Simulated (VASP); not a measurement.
Here is a VASP 6.6.1 calculation.

The input INCAR:

```
PREC     = Accurate       # precision mode
ENCUT    = 520            # plane-wave cutoff, eV
EDIFF    = 1E-6           # SCF threshold, eV
ISMEAR   = -1             # smearing method
SIGMA    = 0.1            # smearing width, eV
LREAL    = F              # projectors in reciprocal space
LASPH    = T              # aspherical terms in the spheres
NELM     = 150            # most SCF steps
ALGO     = Normal         # electronic algorithm
ISIF     = 2              # what is computed and relaxed
LWAVE    = F              # write WAVECAR
LCHARG   = T              # write CHGCAR
LNONCOLLINEAR= T              # non-collinear magnetism
MAGMOM   = 0 0 0 0 0 0    # initial moments
LORBIT   = 11             # projections on sites
LSORBIT  = T              # spin-orbit coupling
GGA_COMPAT= F            
LORBMOM  = T            
GGA      = PE             # functional
LVHAR    = T            
NBANDS   = 62             # bands
```

Contents of KPOINTS:

```
regular mesh
0
Gamma
  10 10 6
```

File POSCAR:

```
Lu
1.0
    3.5070808964      0.0000000000      0.0000000000
   -1.7535404482      3.0372211494      0.0000000000
    0.0000000000      0.0000000000      5.4772888711
Lu
2
Direct
    0.3333333333      0.6666666667      0.2500000000
    0.6666666667      0.3333333333      0.7500000000
```

Potentials or basis: VASP PAW PBE potentials, release 64 (Lu).

Command:

```console
$ cat potpaw_PBE.64/Lu/POTCAR > POTCAR
$ mpirun -np 1 vasp_ncl > vasp.out
```

Question: What does it give for the pressure?

Answer: -0.1 GPa.

Question: What does it give for the net moment?

Answer: 0.00 μB per cell.

Moments on the atoms (μB; x, y, z):
```
Lu  0.00 0.00 0.00
Lu  0.00 0.00 0.00
```
